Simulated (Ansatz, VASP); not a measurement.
# One calculation of Be, two programs

```xyz
2
Lattice="2.2995 0.0000 0.0000 -1.1498 1.9914 0.0000 0.0000 0.0000 3.7809" Properties=species:S:1:pos:R:3 pbc="T T T"
Be    0.0000    1.3276    0.9452
Be    1.1498    0.6638    2.8357
```

Change from the starting cell: strain +0.000 along x and y, +0.050 along z, atoms carried along.

Alike in both runs: task single point; functional PBEsol; k mesh 24 × 24 × 14; occupations gaussian, width 0.15 eV; no spin polarisation.

```csv
,VASP,Ansatz
version,VASP 6.6.1,Ansatz 0.2.0
potentials or method,"VASP PAW PBE potentials, release 64 (Be), cutoff 520 eV","scalar-relativistic, plane waves, PAW"
valence electrons in the cell,4,4
```

|  | VASP | Ansatz | Ansatz less VASP |
| --- | --- | --- | --- |
| gap on the k mesh at the Fermi level (eV) | none | none | - |
| pressure (GPa) | -10.3 | -10.6 | -0.28 |
| traceless stress, the component that is largest in VASP (GPa) | -8.89 | -8.88 | +0.008 |

VASP's potentials were made for PBE, not for PBEsol. A gap of «none» marks a metal or a gap that the smearing closes. With one functional, cell and mesh, what is left measures potentials, basis and numerics.
